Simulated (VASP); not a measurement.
# Fe (P4/nmm) in VASP: notebook

Fe is run at these levels: PBE; tasks: single point.

Everything below comes from runs of VASP 6.6.1. Logs are shortened: lines on timing, memory, paths and dates and some standing lists are left out, and cuts for length are marked.

**1. The cell of the first run**

Symmetry: P4/nmm, No. 129, tetragonal system. The conventional cell has a = 2.866 Å, b = 2.866 Å, c = 2.866 Å, α = 90.00°, β = 90.00°, γ = 90.00°. Fe (site symmetry 4mm) has 14 Fe at 2.44 to 2.87 Å within 3.2 Å.

**2. Single point, PBE, non-collinear spin, typed start**

Contents of INCAR:

```
SYSTEM = Fe
PREC     = Accurate       ! precision mode
ENCUT    = 520            ! plane-wave cutoff, eV
EDIFF    = 1E-6           ! SCF threshold, eV
ISMEAR   = -1             ! smearing method
SIGMA    = 0.27211386245988 ! smearing width, eV
LREAL    = .FALSE.        ! projectors in reciprocal space
LASPH    = .TRUE.         ! aspherical terms in the spheres
NELM     = 150            ! most SCF steps
ALGO     = Normal         ! electronic algorithm
ISIF     = 2              ! what is computed and relaxed
LWAVE    = .FALSE.        ! write WAVECAR
LCHARG   = .FALSE.        ! write CHGCAR
LNONCOLLINEAR= .TRUE.         ! non-collinear magnetism
MAGMOM   = 0 0 2 0.347 0 1.97 ! initial moments
LORBIT   = 11             ! projections on sites
LMAXMIX  = 4              ! l up to which the mixer works
GGA      = PE             ! functional
NBANDS   = 28             ! bands
```

Contents of KPOINTS:

```
Automatic mesh
0
G
  2 2 2
  0 0 0
```

Contents of POSCAR:

```
Fe
1.0
    2.8660000000      0.0000000000      0.0000000000
    0.0000000000      2.8660000000      0.0000000000
    0.0000000000      0.0000000000      2.8660000000
Fe
2
Direct
   -0.0069783671      0.0000000000      0.0000000000
    0.5200000000      0.5000000000      0.5000000000
```

Potentials or basis: VASP PAW PBE potentials, release 64 (Fe).

The run is started by

```bash
$ cat potpaw_PBE.64/Fe/POTCAR > POTCAR
$ mpirun -np 1 vasp_ncl > vasp.out
```

OUTCAR:

```text
SYSTEM = Fe
   PREC = Accurate
   ENCUT = 520
   EDIFF = 1E-6
   ISMEAR = -1
   LREAL = .FALSE.
   LASPH = .TRUE.
   NELM = 150
   ISIF = 2
   LNONCOLLINEAR = .TRUE.
   LORBIT = 11
   GGA = PE

 ion  position               nearest neighbor table
   1  0.993  0.000  0.000-   2 2.44   2 2.44   2 2.44   2 2.44   2 2.53   2 2.53   2 2.53   2 2.53

   2  0.520  0.500  0.500-   1 2.44   1 2.44   1 2.44   1 2.44   1 2.53   1 2.53   1 2.53   1 2.53

  LATTYP: Found a simple cubic cell.
 ALAT       =     2.8660000000

  Lattice vectors:

 A1 = (   2.8660000000,   0.0000000000,   0.0000000000)
 A2 = (   0.0000000000,   2.8660000000,   0.0000000000)
 A3 = (   0.0000000000,   0.0000000000,   2.8660000000)

Analysis of symmetry for initial positions (statically):
=====================================================================
 Subroutine PRICEL returns:
 Original cell was already a primitive cell.

 Routine SETGRP: Setting up the symmetry group for a
 simple cubic supercell.

 Subroutine GETGRP returns: Found 16 space group operations
 (whereof  8 operations were pure point group operations)
 out of a pool of 48 trial point group operations.

The static configuration has the point symmetry C_4v.
 The point group associated with its full space group is D_4h.

Analysis of symmetry for dynamics (positions and initial velocities):
=====================================================================
 Subroutine PRICEL returns:
 Original cell was already a primitive cell.

 Routine SETGRP: Setting up the symmetry group for a
 simple cubic supercell.

 Subroutine GETGRP returns: Found 16 space group operations
 (whereof  8 operations were pure point group operations)
 out of a pool of 48 trial point group operations.

The dynamic configuration has the point symmetry C_4v.
 The point group associated with its full space group is D_4h.

Analysis of structural, dynamic, and magnetic symmetry:
=====================================================================
 Subroutine PRICEL returns:
 Original cell was already a primitive cell.

 Routine SETGRP: Setting up the symmetry group for a
 simple cubic supercell.

 Subroutine GETGRP returns: Found  1 space group operations
 (whereof  1 operations were pure point group operations)
 out of a pool of 48 trial point group operations.

The overall configuration has the point symmetry C_1 .

 Subroutine INISYM returns: Found  1 space group operations
 (whereof  1 operations are pure point group operations),
 and found     1 'primitive' translations

----------------------------------------------------------------------------------------

                                     Primitive cell

  volume of cell :      23.5412

  direct lattice vectors                    reciprocal lattice vectors
     2.866000000  0.000000000  0.000000000     0.348918353  0.000000000  0.000000000
     0.000000000  2.866000000  0.000000000     0.000000000  0.348918353  0.000000000
     0.000000000  0.000000000  2.866000000     0.000000000  0.000000000  0.348918353

  length of vectors
     2.866000000  2.866000000  2.866000000     0.348918353  0.348918353  0.348918353

  position of ions in fractional coordinates (direct lattice)
     0.993021633  0.000000000  0.000000000
     0.520000000  0.500000000  0.500000000

  ion indices of the primitive-cell ions
   primitive index   ion index
                 1           1
                 2           2

----------------------------------------------------------------------------------------

 KPOINTS: Automatic mesh

Automatic generation of k-mesh.
 Grid dimensions read from file:
 generate k-points for:    2    2    2

 Generating k-lattice:

  Cartesian coordinates                     Fractional coordinates (reciprocal lattice)
     0.174459177  0.000000000  0.000000000     0.500000000  0.000000000  0.000000000
     0.000000000  0.174459177  0.000000000     0.000000000  0.500000000  0.000000000
     0.000000000  0.000000000  0.174459177     0.000000000  0.000000000  0.500000000

  Length of vectors
     0.174459177  0.174459177  0.174459177

  Shift w.r.t. Gamma in fractional coordinates (k-lattice)
     0.000000000  0.000000000  0.000000000

 Subroutine IBZKPT returns following result:
 ===========================================

 Found      8 irreducible k-points:

 Following reciprocal coordinates:
            Coordinates               Weight
  0.000000  0.000000  0.000000      1.000000
  0.500000  0.000000  0.000000      1.000000
  0.000000  0.500000  0.000000      1.000000
  0.000000  0.000000  0.500000      1.000000
  0.500000  0.500000  0.000000      1.000000
  0.000000  0.500000  0.500000      1.000000
  0.500000  0.000000  0.500000      1.000000
  0.500000  0.500000  0.500000      1.000000
   k-points           NKPTS =      8   k-points in BZ     NKDIM =      8   number of bands    NBANDS=     28
   number of dos      NEDOS =    301   number of ions     NIONS =      2
   total plane-waves  NPLWV =  13824
   dimension x,y,z NGX =    24 NGY =   24 NGZ =   24
   dimension x,y,z NGXF=    48 NGYF=   48 NGZF=   48
   ions per type =               2
   NGX,Y,Z   is equivalent  to a cutoff of  13.92, 13.92, 13.92 a.u.
   NGXF,Y,Z  is equivalent  to a cutoff of  27.84, 27.84, 27.84 a.u.
 SYSTEM =  Fe
   PREC   = accura    normal or accurate (medium, high low for compatibility)
   ISTART =      0    job   : 0-new  1-cont  2-samecut
   ICHARG =      2    charge: 1-file 2-atom 10-const
   ISPIN  =      1    spin polarized calculation?
   LNONCOLLINEAR =      T non collinear calculations
   LSORBIT =      F    spin-orbit coupling
   LASPH  =      T    aspherical Exc in radial PAW
   ENCUT  =  520.0 eV  38.22 Ry    6.18 a.u.   5.33  5.33  5.33*2*pi/ulx,y,z
   NELM   =    150;   NELMIN=  2; NELMDL= -5     # of ELM steps
   EDIFF  = 0.1E-05   stopping-criterion for ELM
   LREAL  =      F    real-space projection
   EDIFFG = 0.1E-04   stopping-criterion for IOM
   NSW    =      0    number of steps for IOM
   IBRION =     -1    ionic relax: 0-MD 1-quasi-New 2-CG
   NFREE  =      0    steps in history (QN), initial steepest desc. (CG)
   ISIF   =      2    stress and relaxation
   ISYM   =      2    0-nonsym 1-usesym 2-fastsym
   POTIM  = 0.5000    time-step for ionic-motion
   TEBEG  =    0.0;   TEEND  =   0.0 temperature during run
   PSTRESS=    0.0 pullay stress
   NELECT =      16.0000    total number of electrons
   NUPDOWN=      -1.0000    fix difference up-down
   EMIN   =  10.00;   EMAX   =-10.00  energy-range for DOS
   EFERMI =   0.00;   METHOD = LEGACY
   ISMEAR =    -1;   SIGMA  =   0.27  broadening in eV -4-tet -1-fermi 0-gaus
   EFERMI_NEDOS =   21; number of points for ismear=-14 and -15
   IALGO  =     38    algorithm
   IMIX   =      4    mixing-type and parameters
     AMIX     =   0.40;   BMIX     =  1.00
     AMIX_MAG =   1.60;   BMIX_MAG =  1.00
  volume/ion in A,a.u.               =      11.77        79.43
  Fermi-wavevector in a.u.,A,eV,Ry     =   1.439368  2.720012 28.188298  2.071781
  Thomas-Fermi vector in A             =   2.558232
   LORBIT       =     11    0 simple, 1 ext, 2 COOP (PROOUT), +10 PAW based schemes
   GGA     = PE    functional components
   LHFCALC =     F    Hartree Fock is set to
   AEXX    =    0.0000 exact exchange contribution
   IVDW    =     0    specifies the selected vdW correction
   LEPSILON=     F    determine dielectric tensor
   LRPA    =     F    only Hartree local field effects (RPA)
  energy-cutoff  :      520.00
  volume of cell :       23.54
 maximum number of plane-waves:      1284
 NGX is ok and might be reduce to    24
   NGX = 11   NGY = 11   NGZ = 11

 number of electron      15.9999994 magnetization       0.3880265      0.0080838      4.4198242

 number of electron      15.9999994 magnetization       0.4086932     -0.0025639      4.6795439

 Free energy of the ion-electron system (eV)
  ---------------------------------------------------
  ext. energy  EPLUGINS =         0.00000000
  ---------------------------------------------------
  free energy    TOTEN  =       -14.97454370 eV

  energy without entropy =      -13.96450365  energy(sigma->0) =      -14.46952367

 E-fermi :   5.8847     XC(G=0): -12.8985

 val. band max:        5.8330532310   @ k =   0.0000   0.0000   0.0000
 cond. band min:       5.9450601227   @ k =   0.5000   0.0000   0.0000
 fundamental gap:      0.1120068917
 Fermi energy:         5.8847442870

 k-point     1 :       0.0000    0.0000    0.0000
  band No.  band energies     occupation
      1      -2.9822      1.00000
      2      -2.3451      1.00000
      3       0.8758      1.00000
      4       0.8995      1.00000
      5       2.8422      0.99999
      6       2.8599      0.99999
[... 20 lines left out ...]
     27      15.6610      0.00000
     28      15.7289      0.00000
[... 187 lines left out ...]
 k-point     8 :       0.5000    0.5000    0.5000
  band No.  band energies     occupation
      1       2.4137      1.00000
      2       2.4137      1.00000
      3       2.4678      1.00000
      4       2.4678      1.00000
      5       2.4940      1.00000
      6       2.4940      1.00000
[... 20 lines left out ...]
     27      14.6452      0.00000
     28      14.6452      0.00000

------------------------ aborting loop because EDIFF is reached ----------------------------------------

  FORCE on cell =-STRESS in cart. coord.  units (eV):
  Direction    XX          YY          ZZ          XY          YZ          ZX
  --------------------------------------------------------------------------------------
  -------------------------------------------------------------------------------------
  Total        1.2847463      1.4885471      1.4881979      0.0000123     -0.0000059     -0.0000007
  in kB       87.4378389    101.3082032    101.2844338      0.0008361     -0.0004025     -0.0000456
  external PRESSURE =      96.6768253 kB  Pullay stress =       0.0000000 kB

 VOLUME and BASIS-vectors are now :
 -----------------------------------------------------------------------------
  energy-cutoff  :      520.00
  volume of cell :       23.54
      direct lattice vectors                 reciprocal lattice vectors
     2.866000000  0.000000000  0.000000000     0.348918353  0.000000000  0.000000000
     0.000000000  2.866000000  0.000000000     0.000000000  0.348918353  0.000000000
     0.000000000  0.000000000  2.866000000     0.000000000  0.000000000  0.348918353

 POSITION                                       TOTAL-FORCE (eV/Angst)
 -----------------------------------------------------------------------------------
      2.84600      0.00000      0.00000         0.155987     -0.000001     -0.000000
      1.49032      1.43300      1.43300        -0.155987      0.000001      0.000000
 -----------------------------------------------------------------------------------
    total drift:                               -0.000143      0.000001      0.000001

  FREE ENERGIE OF THE ION-ELECTRON SYSTEM (eV)
  ---------------------------------------------------
  free  energy   TOTEN  =       -14.9745437000 eV

  energy  without entropy=      -13.9645036466  energy(sigma->0) =      -14.46952367

 total charge

# of ion       s       p       d       tot
------------------------------------------
    1        0.470   0.505   6.246   7.221
    2        0.470   0.505   6.246   7.221
--------------------------------------------------
tot          0.940   1.010  12.492  14.442

 magnetization (x)

# of ion       s       p       d       tot
------------------------------------------
    1        0.000   0.010   0.169   0.179
    2        0.001   0.010   0.204   0.215
--------------------------------------------------
tot          0.001   0.020   0.373   0.394

 magnetization (y)

# of ion       s       p       d       tot
------------------------------------------
    1       -0.000  -0.000  -0.001  -0.001
    2       -0.000  -0.000  -0.001  -0.001
--------------------------------------------------
tot         -0.000  -0.000  -0.002  -0.002

 magnetization (z)

# of ion       s       p       d       tot
------------------------------------------
    1        0.008   0.114   2.134   2.256
    2        0.008   0.114   2.131   2.253
--------------------------------------------------
tot          0.016   0.227   4.265   4.509
```

Run time: 47 s. Hardware: 1 thread of Intel Xeon 8259CL, shared host; peak memory 0.19 GiB.

Results:

```
Free energy                                           : -14.9745 eV
Pressure                                              : 9.7 GPa
Largest force                                         : 0.156 eV/Å
Band gap on the k mesh                                : zero (bands 16 and 17 overlap by 0.43 eV)
Net moment                                            : 4.70 μB per cell
Valence electrons inside the program's atomic spheres : Fe 7.22
```

Forces on the atoms (eV/Å):
```
Fe   0.156  0.000  0.000
Fe  -0.156  0.000  0.000
```

Moments on the atoms (μB; x, y, z):
```
Fe  0.18 0.00 2.26
Fe  0.21 0.00 2.25
```

Caveat: the k points lie up to 1.10 Å⁻¹ apart.

**3. Single point, PBE, non-collinear spin, typed start**

Contents of INCAR:

```
PREC = Accurate
ENCUT = 520
EDIFF = 1E-6
ISMEAR = -1
SIGMA = 0.27211386245988
LREAL = False
LASPH = True
NELM = 150
ALGO = Normal
ISIF = 2
LWAVE = False
LCHARG = True
LNONCOLLINEAR = True
MAGMOM = 0 0 2 0.518 0 1.932
LORBIT = 11
LMAXMIX = 4
GGA = PE
LVHAR = True
NBANDS = 28
```

Contents of KPOINTS:

```
Automatic mesh
0
Gamma
  2 2 2
```

POSCAR is that of step 2.

Potentials or basis: VASP PAW PBE potentials, release 64 (Fe).

The run is started by

```bash
$ cat potpaw_PBE.64/Fe/POTCAR > POTCAR
$ mpirun -np 1 vasp_ncl > vasp.out
```

Run time: 76 s. Hardware: 1 thread of Intel Xeon 8259CL, shared host; peak memory 0.2 GiB.

It converged, with:

```yaml
Free_energy: -14.9745 eV
Pressure: 9.6 GPa
Largest_force: 0.156 eV/Å
Band_gap_on_the_k_mesh: zero (bands 16 and 17 overlap by 0.43 eV)
Net_moment: 4.70 μB per cell
Valence_electrons_inside_the_program's_atomic_spheres: Fe 7.22
```

Forces on the atoms (eV/Å):
```
Fe   0.156  0.000  0.000
Fe  -0.156  0.000  0.000
```

Stress tensor (GPa, compression positive):
```
 8.71  0.00  0.00
 0.00 10.10  0.00
 0.00  0.00 10.09
```

Levels at points of the mesh, in eV from the Fermi level:
| k point | band 13 | band 14 | band 15 | band 16 | band 17 | band 18 | band 19 | band 20 |
| --- | --- | --- | --- | --- | --- | --- | --- | --- |
| (0.00, 0.00, 0.00) | -0.59 | -0.59 | -0.10 | -0.10 | -0.05 | 1.36 | 1.43 | 1.95 |
| (0.50, 0.00, 0.00) | -1.05 | -0.59 | -0.35 | -0.24 | -0.24 | -0.21 | -0.21 | 0.06 |
| (0.00, 0.50, 0.00) | -0.99 | -0.99 | -0.30 | -0.30 | -0.14 | -0.14 | -0.12 | -0.12 |
| (0.00, 0.00, 0.50) | -0.99 | -0.99 | -0.30 | -0.30 | -0.14 | -0.14 | -0.12 | -0.12 |
| (0.50, 0.50, 0.00) | -0.09 | -0.09 | 0.19 | 0.19 | 0.45 | 0.45 | 1.29 | 1.29 |
| (0.00, 0.50, 0.50) | -0.13 | -0.13 | 0.15 | 0.15 | 0.49 | 0.49 | 1.22 | 1.22 |
| (0.50, 0.00, 0.50) | -0.09 | -0.09 | 0.19 | 0.19 | 0.45 | 0.45 | 1.29 | 1.29 |
| (0.50, 0.50, 0.50) | -1.08 | -1.08 | -1.08 | -1.08 | 1.68 | 1.68 | 1.69 | 1.69 |

Moments on the atoms (μB; x, y, z):
```
Fe  0.29 0.00 2.24
Fe  0.30 0.00 2.24
```

Caveat: the k points lie up to 1.10 Å⁻¹ apart.

**4. Single point, PBE, non-collinear spin, typed start**

Contents of INCAR:

```
  PREC = Accurate
  ENCUT = 520
  EDIFF = 1E-7
  ISMEAR = -1
  SIGMA = 0.27211386245988
  LREAL = False
  LASPH = True
  NELM = 150
  ALGO = Normal
  ISIF = 2
  LWAVE = False
  LCHARG = False
  LNONCOLLINEAR = True
  MAGMOM = 0 0 2 0.684 0 1.879
  LORBIT = 11
  LMAXMIX = 4
  GGA = PE
  NBANDS = 28
```

Contents of KPOINTS:

```
regular mesh
0
Gamma
  2 2 2
```

POSCAR is that of step 3.

The run is started by

```bash
$ cat potpaw_PBE.64/Fe/POTCAR > POTCAR
$ mpirun -np 1 vasp_ncl > vasp.out
```

It took 4.5 min on 1 thread of Intel Xeon 8259CL, shared host; peak memory 0.2 GiB.

The run converged. Its results:

| Quantity | Value |
| --- | --- |
| Free energy | -14.9710 eV |
| Pressure | 9.6 GPa |
| Largest force | 0.234 eV/Å |
| Band gap on the k mesh | zero (bands 16 and 17 overlap by 0.56 eV) |
| Net moment | 4.32 μB per cell |
| Valence electrons inside the program's atomic spheres | Fe 7.22 |

Forces in eV/Å, atoms in the order of the input:
```
Fe   0.234  0.000  0.000
Fe  -0.234  0.000  0.000
```

Stress tensor (GPa, compression positive):
```
 8.74  0.00  0.00
 0.00 10.01  0.00
 0.00  0.00 10.00
```

Levels at points of the mesh, in eV from the Fermi level:
| k point | band 12 | band 13 | band 14 | band 15 | band 16 | band 17 | band 18 | band 19 |
| --- | --- | --- | --- | --- | --- | --- | --- | --- |
| (0.00, 0.00, 0.00) | -0.92 | -0.90 | -0.90 | 0.12 | 0.12 | 0.14 | 1.24 | 1.30 |
| (0.50, 0.00, 0.00) | -1.18 | -1.14 | -0.66 | -0.36 | -0.28 | -0.28 | -0.26 | -0.26 |
| (0.00, 0.50, 0.00) | -1.30 | -1.01 | -1.01 | -0.32 | -0.32 | -0.19 | -0.19 | -0.16 |
| (0.00, 0.00, 0.50) | -1.30 | -1.01 | -1.01 | -0.32 | -0.32 | -0.19 | -0.19 | -0.16 |
| (0.50, 0.50, 0.00) | -1.16 | -0.08 | -0.08 | 0.28 | 0.28 | 0.39 | 0.39 | 1.18 |
| (0.00, 0.50, 0.50) | -1.16 | -0.11 | -0.11 | 0.24 | 0.24 | 0.43 | 0.43 | 1.11 |
| (0.50, 0.00, 0.50) | -1.16 | -0.08 | -0.08 | 0.28 | 0.28 | 0.39 | 0.39 | 1.18 |
| (0.50, 0.50, 0.50) | -1.98 | -1.13 | -1.13 | -1.13 | -1.13 | 1.64 | 1.64 | 1.65 |

Moments on the atoms (μB; x, y, z):
```
Fe  -0.53 -0.01  2.21
Fe   1.25  0.00  1.89
```

Caveat: the k points lie up to 1.10 Å⁻¹ apart, too coarse for converged energies and pressures of a metal.

**5. Single point, PBE, non-collinear spin, typed start**

Contents of INCAR:

```
SYSTEM = Fe
ALGO = Normal
EDIFF = 1E-6
ENCUT = 520
GGA = PE
ISIF = 2
ISMEAR = -1
LASPH = .True.
LCHARG = .False.
LMAXMIX = 4
LNONCOLLINEAR = .True.
LORBIT = 11
LREAL = .False.
LWAVE = .False.
MAGMOM = 0 0 2 0.894 0 1.789
NBANDS = 28
NELM = 150
PREC = Accurate
SIGMA = 0.27211386245988
```

Contents of KPOINTS:

```
k-points
0
Gamma
  2 2 2
  0 0 0
```

POSCAR is that of step 4.

The run is started by

```bash
$ cat potpaw_PBE.64/Fe/POTCAR > POTCAR
$ mpirun -np 1 vasp_ncl > vasp.out
```

Run time: 51 s. Hardware: 1 thread of Intel Xeon 8259CL, shared host; peak memory 0.19 GiB.

The run converged. Its results:

```yaml
Free_energy: -14.9725 eV
Pressure: 10.5 GPa
Largest_force: 0.211 eV/Å
Band_gap_on_the_k_mesh: zero (bands 16 and 17 overlap by 0.51 eV)
Net_moment: 4.46 μB per cell
Valence_electrons_inside_the_program's_atomic_spheres: Fe 7.22
```

Forces on the atoms (eV/Å):
```
Fe   0.211  0.000  0.000
Fe  -0.211  0.000  0.000
```

Stress tensor (GPa, compression positive):
```
 9.66  0.00  0.00
 0.00 10.98  0.00
 0.00  0.00 10.98
```

Levels at points of the mesh, in eV from the Fermi level:
```csv
k point,band 13,band 14,band 15,band 16,band 17,band 18
"(0.00, 0.00, 0.00)",-0.82,-0.82,0.06,0.06,0.09,1.29
"(0.50, 0.00, 0.00)",-1.12,-0.63,-0.37,-0.26,-0.26,-0.24
"(0.00, 0.50, 0.00)",-1.00,-1.00,-0.31,-0.31,-0.18,-0.18
"(0.00, 0.00, 0.50)",-1.00,-0.99,-0.31,-0.31,-0.18,-0.18
"(0.50, 0.50, 0.00)",-0.09,-0.09,0.25,0.25,0.41,0.41
"(0.00, 0.50, 0.50)",-0.12,-0.12,0.21,0.21,0.45,0.45
"(0.50, 0.00, 0.50)",-0.09,-0.09,0.25,0.25,0.41,0.41
"(0.50, 0.50, 0.50)",-1.13,-1.13,-1.12,-1.12,1.66,1.66
```

Moments on the atoms (μB; x, y, z):
```
Fe  -0.26 -0.01  2.27
Fe   1.25 -0.01  1.91
```

Caveat: the k points lie up to 1.10 Å⁻¹ apart, too coarse for converged energies and pressures of a metal.
